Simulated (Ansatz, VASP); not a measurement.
**BN: VASP beside Ansatz**

File INCAR:

```
SYSTEM = BN
PREC = Accurate
ENCUT = 520
EDIFF = 1E-6
ISMEAR = 0
SIGMA = 0.05
LREAL = .False.
LASPH = .True.
NELM = 100
ALGO = Normal
ISIF = 2
LWAVE = .False.
LCHARG = .False.
GGA = PS
NBANDS = 16
```

Contents of KPOINTS:

```
regular mesh
0
Gamma
  12 12 4
  0 0 0
```

The input POSCAR:

```
BN
1.0
    2.6658694471      0.0000000000      0.0000000000
   -1.3329347236      2.3087106643      0.0000000000
    0.0000000000      0.0000000000      6.8006329595
B N
2 2
Direct
    0.3333333333      0.6666666667      0.2500000000
    0.6666666667      0.3333333333      0.7500000000
    0.3333333333      0.6666666667      0.7500000000
    0.6666666667      0.3333333333      0.2500000000
```

Input for Ansatz:

```yaml
crystal:
  lattice:
    - [2.6658694471, 0.0, 0.0]
    - [-1.3329347236, 2.3087106643, 0.0]
    - [0.0, 0.0, 6.8006329595]
  atoms:
    - { symbol: B, position: [0.3333333333, 0.6666666667, 0.25] }
    - { symbol: B, position: [0.6666666667, 0.3333333333, 0.75] }
    - { symbol: "N", position: [0.3333333333, 0.6666666667, 0.75] }
    - { symbol: "N", position: [0.6666666667, 0.3333333333, 0.25] }
basis:
  ecutwfc: 520.0
kpoints:
  mp_grid: { grid: [12, 12, 4] }
hamiltonian:
  xc: pbesol
  pseudopotentials: { kind: paw, azcp: { folder: soft_1 } }
scf:
  occupations: { method: gaussian, width: 0.05 }
output:
  forces: true
  stress: true
  eigenvalues: true
```

Alike in both runs: task single point; functional PBEsol; k mesh 12 × 12 × 4; occupations gaussian, width 0.05 eV; no spin polarisation.

|  | VASP | Ansatz |
| --- | --- | --- |
| version | VASP 6.6.1 | Ansatz 0.2.0 |
| potentials or method | VASP PAW PBE potentials, release 64 (B, N), cutoff 520 eV | scalar-relativistic, plane waves, PAW |
| valence electrons in the cell | 16 | 16 |

|  | VASP | Ansatz | Ansatz less VASP |
| --- | --- | --- | --- |
| gap on the k mesh at the Fermi level (eV) | 3.87 | 3.87 | +0.005 |
| least direct gap on the mesh (eV) | 4.12 | 4.12 | +0.003 |

VASP's potentials were made for PBE, not for PBEsol, and Ansatz warns of the same on its side.
